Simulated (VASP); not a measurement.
Wanted: the native input for a VASP 6.6.1 run.

| Quantity | Value |
| --- | --- |
| Task | single point |
| Functional | PBE |
| Potentials or basis | VASP PAW PBE potentials, release 64 (Rb_sv, Br) |
| Cutoff | 520 eV |
| k mesh | 6 × 6 × 6 |
| Occupations | gaussian, width 0.05 eV |
| Spin | no spin polarisation |
| Dipole correction | no |
| Further INCAR settings | ALGO = Normal; EDIFF = 1e-06; NBANDS = 15 |

The structure of RbBr lies in POSCAR:

```
RbBr
1.0
    4.0809516169      0.0000000000      0.0000000000
    0.0000000000      4.0809516169      0.0000000000
    0.0000000000      0.0000000000      4.1929021031
Rb Br
1 1
Direct
    0.0000000000      0.0000000000      0.0000000000
    0.5000000000      0.5000000000      0.5000000000
```

This cell differs from its parent crystal: the cell strained.

These files were run (other wordings do the same):

INCAR

```
SYSTEM = RbBr
PREC = Accurate ; ENCUT = 520
EDIFF = 1E-6 ; ISMEAR = 0
SIGMA = 0.05 ; LREAL = .FALSE.
LASPH = .TRUE. ; NELM = 100
ALGO = Normal ; ISIF = 2
LWAVE = .FALSE. ; LCHARG = .TRUE.
GGA = PE ; LELF = .TRUE.
LVHAR = .TRUE. ; NBANDS = 15
```

KPOINTS

```
regular mesh
0
G
  6 6 6
  0 0 0
```

Potentials or basis: VASP PAW PBE potentials, release 64 (Rb_sv, Br).

Launch:

```bash
$ cat potpaw_PBE.64/Rb_sv/POTCAR potpaw_PBE.64/Br/POTCAR > POTCAR
$ mpirun -np 1 vasp_std > vasp.out
```

It gave:

The pressure is 0.9 GPa. The band gap on the k mesh is 4.05 eV (least direct gap 4.20 eV).

Caveat: the cell differs from its parent crystal (the cell strained).

Run time: 26 s on 1 thread of Intel(R) Xeon(R) Platinum 8488C (Sapphire Rapids), on a shared host, peak memory 0.19 GiB.
